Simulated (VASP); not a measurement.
# BAs in VASP: single point with PBEsol

Aim: the single point of BAs with PBEsol.

Program: VASP 6.6.1. These are calculated values, not measurements. Logs are shortened: lines on timing, memory, paths and dates and some standing lists are left out, and cuts for length are marked.

**1. The cell of the first run**

The cell holds a wire or tube with vacuum around it, 8 atoms: a = 10.900 Å, b = 12.700 Å, c = 7.141 Å, α = 90.00°, β = 90.00°, γ = 90.00°.

**2. Single point, PBEsol, collinear spin**

Contents of INCAR:

```
PREC     = Accurate       # precision mode
ENCUT    = 420            # plane-wave cutoff, eV
EDIFF    = 1E-6           # SCF threshold, eV
ISMEAR   = 0              # smearing method
SIGMA    = 0.05           # smearing width, eV
LREAL    = F              # projectors in reciprocal space
LASPH    = T              # aspherical terms in the spheres
NELM     = 200            # most SCF steps
ALGO     = Normal         # electronic algorithm
ISIF     = 2              # what is computed and relaxed
LWAVE    = F              # write WAVECAR
LCHARG   = F              # write CHGCAR
ISPIN    = 2              # spin polarisation
MAGMOM   = 0.3 0.3 0.3 0.3 0.3 0.3 0.3 0.3 # initial moments
LORBIT   = 11             # projections on sites
GGA      = PS             # functional
NBANDS   = 50             # bands
GGA_COMPAT= F
```

Contents of KPOINTS:

```
Automatic mesh
0
Gamma
  1 1 4
```

Contents of POSCAR:

```
BAs
1.0
   10.9000000000      0.0000000000      0.0000000000
    0.0000000000     12.7000000000      0.0000000000
    0.0000000000      0.0000000000      7.1405835975
B As
4 4
Direct
    0.4894795444      0.5000000000     -0.0227471902
    0.4863043269      0.5000000000      0.4006725573
    0.5342595866      0.5692935761      0.5906898264
    0.5342595866      0.4307064239      0.5906898264
    0.4816712428      0.3366068781      0.4033453102
    0.4816712428      0.6633931219      0.4033453102
    0.3656261507      0.5000000000      0.1587262751
    0.6267283192      0.5000000000      0.8086114181
```

Potentials or basis: VASP PAW PBE potentials, release 64 (B, As_d).

Launch:

```
$ cat potpaw_PBE.64/B/POTCAR potpaw_PBE.64/As_d/POTCAR > POTCAR
$ mpirun -np 1 vasp_std > vasp.out
```

OUTCAR:

```text
PREC = Accurate
   ENCUT = 420
   EDIFF = 1E-6
   ISMEAR = 0
   LREAL = F
   LASPH = T
   NELM = 200
   ISIF = 2
   ISPIN = 2
   LORBIT = 11
   GGA = PS

 ion  position               nearest neighbor table
   1  0.489  0.500  0.977-   7 1.87   8 1.92
   2  0.486  0.500  0.401-   3 1.70   4 1.70   5 2.08   6 2.08   7 2.17
   3  0.534  0.569  0.591-   2 1.70   4 1.76   6 1.88   8 2.05
   4  0.534  0.431  0.591-   2 1.70   3 1.76   5 1.88   8 2.05
   5  0.482  0.337  0.403-   4 1.88   2 2.08
   6  0.482  0.663  0.403-   3 1.88   2 2.08
   7  0.366  0.500  0.159-   1 1.87   2 2.17
   8  0.627  0.500  0.809-   1 1.92   3 2.05   4 2.05

  LATTYP: Found a simple orthorhombic cell.
 ALAT       =     7.1405835975
 B/A-ratio  =     1.5264858749
 C/A-ratio  =     1.7785661111

  Lattice vectors:

 A1 = (   0.0000000000,   0.0000000000,   7.1405835975)
 A2 = (  10.9000000000,   0.0000000000,   0.0000000000)
 A3 = (   0.0000000000,  12.7000000000,   0.0000000000)

Analysis of symmetry for initial positions (statically):
=====================================================================
 Subroutine PRICEL returns:
 Original cell was already a primitive cell.

 Routine SETGRP: Setting up the symmetry group for a
 simple orthorhombic supercell.

 Subroutine GETGRP returns: Found  2 space group operations
 (whereof  2 operations were pure point group operations)
 out of a pool of  8 trial point group operations.

The static configuration has the point symmetry C_1h.

Analysis of symmetry for dynamics (positions and initial velocities):
=====================================================================
 Subroutine PRICEL returns:
 Original cell was already a primitive cell.

 Routine SETGRP: Setting up the symmetry group for a
 simple orthorhombic supercell.

 Subroutine GETGRP returns: Found  2 space group operations
 (whereof  2 operations were pure point group operations)
 out of a pool of  8 trial point group operations.

The dynamic configuration has the point symmetry C_1h.

Analysis of structural, dynamic, and magnetic symmetry:
=====================================================================
 Subroutine PRICEL returns:
 Original cell was already a primitive cell.

 Routine SETGRP: Setting up the symmetry group for a
 simple orthorhombic supercell.

 Subroutine GETGRP returns: Found  2 space group operations
 (whereof  2 operations were pure point group operations)
 out of a pool of  8 trial point group operations.

The overall configuration has the point symmetry C_1h.

 Subroutine INISYM returns: Found  2 space group operations
 (whereof  2 operations are pure point group operations),
 and found     1 'primitive' translations

----------------------------------------------------------------------------------------

                                     Primitive cell

  volume of cell :     988.4710

  direct lattice vectors                    reciprocal lattice vectors
    10.900000000  0.000000000  0.000000000     0.091743119  0.000000000  0.000000000
     0.000000000 12.700000000  0.000000000     0.000000000  0.078740157  0.000000000
     0.000000000  0.000000000  7.140583598     0.000000000  0.000000000  0.140044576

  length of vectors
    10.900000000 12.700000000  7.140583598     0.091743119  0.078740157  0.140044576

  position of ions in fractional coordinates (direct lattice)
     0.489479544  0.500000000  0.977252810
     0.486304327  0.500000000  0.400672557
     0.534259587  0.569293576  0.590689826
     0.534259587  0.430706424  0.590689826
     0.481671243  0.336606878  0.403345310
     0.481671243  0.663393122  0.403345310
     0.365626151  0.500000000  0.158726275
     0.626728319  0.500000000  0.808611418

  ion indices of the primitive-cell ions
   primitive index   ion index
                 1           1
                 2           2
                 3           3
                 4           4
[... 26 lines left out ...]
 Subroutine IBZKPT returns following result:
 ===========================================

 Found      3 irreducible k-points:

 Following reciprocal coordinates:
            Coordinates               Weight
  0.000000  0.000000  0.000000      1.000000
  0.000000  0.000000  0.250000      2.000000
  0.000000  0.000000  0.500000      1.000000
   k-points           NKPTS =      3   k-points in BZ     NKDIM =      3   number of bands    NBANDS=     50
   number of dos      NEDOS =    301   number of ions     NIONS =      8
   total plane-waves  NPLWV = 345600
   dimension x,y,z NGX =    80 NGY =   90 NGZ =   48
   dimension x,y,z NGXF=   160 NGYF=  180 NGZF=   96
   ions per type =               4   4
   NGX,Y,Z   is equivalent  to a cutoff of  12.20, 11.78, 11.18 a.u.
   NGXF,Y,Z  is equivalent  to a cutoff of  24.40, 23.56, 22.35 a.u.
 SYSTEM =  unknown system
   PREC   = accura    normal or accurate (medium, high low for compatibility)
   ISTART =      0    job   : 0-new  1-cont  2-samecut
   ICHARG =      2    charge: 1-file 2-atom 10-const
   ISPIN  =      2    spin polarized calculation?
   LNONCOLLINEAR =      F non collinear calculations
   LSORBIT =      F    spin-orbit coupling
   LASPH  =      T    aspherical Exc in radial PAW
   ENCUT  =  420.0 eV  30.87 Ry    5.56 a.u.  18.21 21.22 11.93*2*pi/ulx,y,z
   NELM   =    200;   NELMIN=  2; NELMDL= -5     # of ELM steps
   EDIFF  = 0.1E-05   stopping-criterion for ELM
   LREAL  =      F    real-space projection
[... 7 lines left out ...]
   TEBEG  =    0.0;   TEEND  =   0.0 temperature during run
   PSTRESS=    0.0 pullay stress
   NELECT =      72.0000    total number of electrons
   NUPDOWN=      -1.0000    fix difference up-down
   EMIN   =  10.00;   EMAX   =-10.00  energy-range for DOS
   EFERMI =   0.00;   METHOD = LEGACY
   ISMEAR =     0;   SIGMA  =   0.05  broadening in eV -4-tet -1-fermi 0-gaus
   EFERMI_NEDOS =   21; number of points for ismear=-14 and -15
   IALGO  =     38    algorithm
   IMIX   =      4    mixing-type and parameters
     AMIX     =   0.40;   BMIX     =  1.00
     AMIX_MAG =   1.60;   BMIX_MAG =  1.00
  volume/ion in A,a.u.               =     123.56       833.82
  Fermi-wavevector in a.u.,A,eV,Ry     =   0.683698  1.292002  6.359949  0.467443
  Thomas-Fermi vector in A             =   1.763137
   LORBIT       =     11    0 simple, 1 ext, 2 COOP (PROOUT), +10 PAW based schemes
   GGA     = PS    functional components
   LHFCALC =     F    Hartree Fock is set to
   AEXX    =    0.0000 exact exchange contribution
   IVDW    =     0    specifies the selected vdW correction
   LEPSILON=     F    determine dielectric tensor
   LRPA    =     F    only Hartree local field effects (RPA)
 spin polarized calculation
 Gauss-broadening in eV      SIGMA  =   0.05
  energy-cutoff  :      420.00
  volume of cell :      988.47
 maximum number of plane-waves:     19324
 NGX is ok and might be reduce to    80
   NGX = 37   NGY = 43   NGZ = 23

 number of electron      71.9999986 magnetization       0.0000026

 number of electron      71.9999986 magnetization      -0.0000596

 Free energy of the ion-electron system (eV)
  ---------------------------------------------------
  ext. energy  EPLUGINS =         0.00000000
  ---------------------------------------------------
  free energy    TOTEN  =       -40.58776364 eV

  energy without entropy =      -40.58776065  energy(sigma->0) =      -40.58776215

 E-fermi :  -3.2832     XC(G=0):  -2.3192

 val. band max:       -3.4288703442   @ k =   0.0000   0.0000   0.0000
 cond. band min:      -3.1301328708   @ k =   0.0000   0.0000   0.0000
 fundamental gap:      0.2987374734
 Fermi energy:        -3.2832374487

 spin component 1

 k-point     1 :       0.0000    0.0000    0.0000
  band No.  band energies     occupation
      1     -39.0403      1.00000
      2     -39.0092      1.00000
      3     -38.9921      1.00000
      4     -38.9904      1.00000
      5     -38.9901      1.00000
      6     -38.9721      1.00000
[... 142 lines left out ...]
     47       1.1691      0.00000
     48       1.4160      0.00000
 Fermi energy:        -3.2832374487

 spin component 2

 k-point     1 :       0.0000    0.0000    0.0000
  band No.  band energies     occupation
      1     -39.0403      1.00000
      2     -39.0092      1.00000
      3     -38.9921      1.00000
      4     -38.9904      1.00000
      5     -38.9901      1.00000
      6     -38.9721      1.00000
[... 142 lines left out ...]
     47       1.1681      0.00000
     48       1.4153      0.00000
 [bands above 48 left out]

------------------------ aborting loop because EDIFF is reached ----------------------------------------

  FORCE on cell =-STRESS in cart. coord.  units (eV):
  Direction    XX          YY          ZZ          XY          YZ          ZX
  --------------------------------------------------------------------------------------
  -------------------------------------------------------------------------------------
  Total       -0.1626408     -0.1050771     -0.1851508      0.0000000      0.0000000      0.0280417
  in kB       -0.2636186     -0.1703157     -0.3001043      0.0000000      0.0000000      0.0454518
  external PRESSURE =      -0.2446796 kB  Pullay stress =       0.0000000 kB

 VOLUME and BASIS-vectors are now :
 -----------------------------------------------------------------------------
  energy-cutoff  :      420.00
  volume of cell :      988.47
      direct lattice vectors                 reciprocal lattice vectors
    10.900000000  0.000000000  0.000000000     0.091743119  0.000000000  0.000000000
     0.000000000 12.700000000  0.000000000     0.000000000  0.078740157  0.000000000
     0.000000000  0.000000000  7.140583598     0.000000000  0.000000000  0.140044576

 POSITION                                       TOTAL-FORCE (eV/Angst)
 -----------------------------------------------------------------------------------
      5.33533      6.35000      6.97816        -0.001770      0.000000      0.007843
      5.30072      6.35000      2.86104        -0.018186      0.000000     -0.036101
      5.82343      7.23003      4.21787         0.007187      0.035143      0.006655
      5.82343      5.46997      4.21787         0.007187     -0.035143      0.006655
      5.25022      4.27491      2.88012         0.009095      0.013400      0.019347
      5.25022      8.42509      2.88012         0.009095     -0.013400      0.019347
      3.98533      6.35000      1.13340         0.013105      0.000000     -0.023517
      6.83134      6.35000      5.77396        -0.025713      0.000000     -0.000230
 -----------------------------------------------------------------------------------
    total drift:                                0.001572      0.000000      0.000805

  FREE ENERGIE OF THE ION-ELECTRON SYSTEM (eV)
  ---------------------------------------------------
  free  energy   TOTEN  =       -40.5877636430 eV

  energy  without entropy=      -40.5877606471  energy(sigma->0) =      -40.58776215

 total charge

# of ion       s       p       d       tot
------------------------------------------
    1        0.743   1.000   0.000   1.743
    2        0.677   1.189   0.000   1.866
    3        0.708   1.184   0.000   1.892
    4        0.708   1.184   0.000   1.892
    5        1.529   1.986  10.091  13.606
    6        1.529   1.986  10.091  13.606
    7        1.511   2.016  10.089  13.616
    8        1.483   2.160  10.120  13.764
--------------------------------------------------
tot          8.889  12.705  40.391  61.985

 magnetization (x)

# of ion       s       p       d       tot
------------------------------------------
    1        0.000   0.000   0.000   0.000
    2       -0.000   0.000   0.000   0.000
    3        0.000   0.000   0.000   0.000
    4        0.000   0.000   0.000   0.000
    5        0.000   0.000   0.000   0.000
    6        0.000   0.000   0.000   0.000
    7        0.000   0.000   0.000   0.000
    8        0.000   0.000   0.000   0.000
--------------------------------------------------
tot          0.000   0.000   0.000   0.000
```

It took 11 min on 1 thread of Intel Xeon Platinum 8259CL at 2.50GHz (Skylake/Cascade Lake), shared host; peak memory 1 GiB.

Results:

```
Free energy                                           : -40.5878 eV
Largest force                                         : 0.040 eV/Å
Band gap on the k mesh                                : 0.30 eV
Net moment                                            : 0.00 μB per cell
Valence electrons inside the program's atomic spheres : B 1.74, 1.87, 1.89 (each value once); As 13.61, 13.62, 13.76 (each value once)
```

Forces on the atoms (eV/Å):
```
B   -0.002  0.000  0.008
B   -0.018  0.000 -0.036
B    0.007  0.035  0.007
B    0.007 -0.035  0.007
As   0.009  0.013  0.019
As   0.009 -0.013  0.019
As   0.013  0.000 -0.024
As  -0.026  0.000  0.000
```

Levels at points of the mesh, in eV from the valence-band top:
Spin up:
| k point | band 32 | band 33 | band 34 | band 35 | band 36 | band 37 | band 38 | band 39 | band 40 | band 41 |
| --- | --- | --- | --- | --- | --- | --- | --- | --- | --- | --- |
| (0.00, 0.00, 0.00) | -2.97 | -2.36 | -1.98 | -1.44 | 0.00 | 0.30 | 0.93 | 1.78 | 1.97 | 2.46 |
| (0.00, 0.00, 0.50) | -2.96 | -2.52 | -2.21 | -1.45 | -0.71 | 0.71 | 1.05 | 1.43 | 2.84 | 2.96 |
Spin down:
```
           k point  band 34  band 35  band 36  band 37  band 38  band 39
(0.00, 0.00, 0.00)    -1.98    -1.44     0.00     0.30     0.93     1.78
(0.00, 0.00, 0.50)    -2.21    -1.45    -0.71     0.71     1.05     1.43
```

Caveat: semilocal functionals underestimate gaps, and a narrow one can read as zero; the PAW data sets were made with another functional, which shifts forces and pressure a little.
